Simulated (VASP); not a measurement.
Fe, 3 atoms in the cell. It takes space group P6/mmm (No. 191, hexagonal). The conventional cell has a = 4.045 Å, b = 4.045 Å, c = 2.299 Å, α = 90.00°, β = 90.00°, γ = 120.00°. Fe (site symmetry 6/mmm) has 14 Fe at 2.30 to 2.60 Å within 3.0 Å. Fe (site symmetry -6m2) has 11 Fe at 2.30 to 2.60 Å within 3.0 Å. This isn't the form of Fe at room conditions, which is bcc.

| Quantity | Value |
| --- | --- |
| Program | VASP 6.6.1 |
| Task | single point |
| Functional | PBEsol |
| Potentials or basis | VASP PAW PBE potentials, release 64 (Fe) |
| Cutoff | 520 eV |
| k mesh | 10 × 10 × 15 |
| Occupations | fermi-dirac, width 0.05 eV |
| Spin | collinear spin, ferromagnetic start |
| Starting moments | [2.473, 2.24, 2.24] μB |
| Dipole correction | no |
| Further INCAR settings | ALGO = Normal; EDIFF = 1e-06; NBANDS = 23 |

Potentials or basis: VASP PAW PBE potentials, release 64 (Fe).

Launch:

```bash
$ cat potpaw_PBE.64/Fe/POTCAR > POTCAR
$ mpirun -np 1 vasp_std > vasp.out
```

Hardware: 1 thread of Intel Xeon 8259CL, with other jobs on the host.

Problem. How long does it take, and how much memory?

Solution. It took 6.1 min on 1 thread of Intel Xeon 8259CL, with other jobs on the host, peak memory 0.24 GiB. Counts: scf iterations 20, k points 112.
